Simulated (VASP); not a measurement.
Write the native input for VASP 6.6.1 that does the following.

* Task: single point
* Functional: PBE
* Potentials or basis: VASP PAW PBE potentials, release 64 (Mg, O)
* Cutoff: 600 eV
* k mesh: 9 × 9 × 9
* Occupations: gaussian, width 0.01 eV
* Spin: no spin polarisation
* Dipole correction: no
* Further INCAR settings: ALGO = Normal; EDIFF = 1e-06; NBANDS = 11

The structure of MgO lies in POSCAR:

```
MgO
1.0
    0.0000000000      2.1160000000      2.1160000000
    2.1160000000      0.0000000000      2.1160000000
    2.1160000000      2.1160000000      0.0000000000
Mg O
1 1
Direct
    0.0000000000      0.0000000000      0.0000000000
    0.5000000000      0.5000000000      0.5000000000
```

One way to write it, as run:

INCAR

```
SYSTEM = MgO
PREC     = Accurate       ! precision mode
ENCUT    = 600            ! plane-wave cutoff, eV
EDIFF    = 1E-6           ! SCF threshold, eV
ISMEAR   = 0              ! smearing method
SIGMA    = 0.01           ! smearing width, eV
LREAL    = .FALSE.        ! projectors in reciprocal space
LASPH    = .TRUE.         ! aspherical terms in the spheres
NELM     = 120            ! most SCF steps
ALGO     = Normal         ! electronic algorithm
ISIF     = 2              ! what is computed and relaxed
LWAVE    = .FALSE.        ! write WAVECAR
LCHARG   = .TRUE.         ! write CHGCAR
GGA      = PE             ! functional
LELF     = .TRUE.         ! ELF
LVHAR    = .TRUE.       
NBANDS   = 11             ! bands
GGA_COMPAT= .FALSE.
```

KPOINTS

```
regular mesh
0
G
  9 9 9
  0 0 0
```

Potentials or basis: VASP PAW PBE potentials, release 64 (Mg, O).

The run is started by

```console
$ cat potpaw_PBE.64/Mg/POTCAR potpaw_PBE.64/O/POTCAR > POTCAR
$ mpirun -np 1 vasp_std > vasp.out
```

It gave:

* Pressure: 1.4 GPa
* Band gap on the k mesh: 4.59 eV, direct

It took 3.7 s on 1 thread of Intel(R) Xeon(R) 6975P-C (Granite Rapids), on a shared host, peak memory 0.13 GiB.
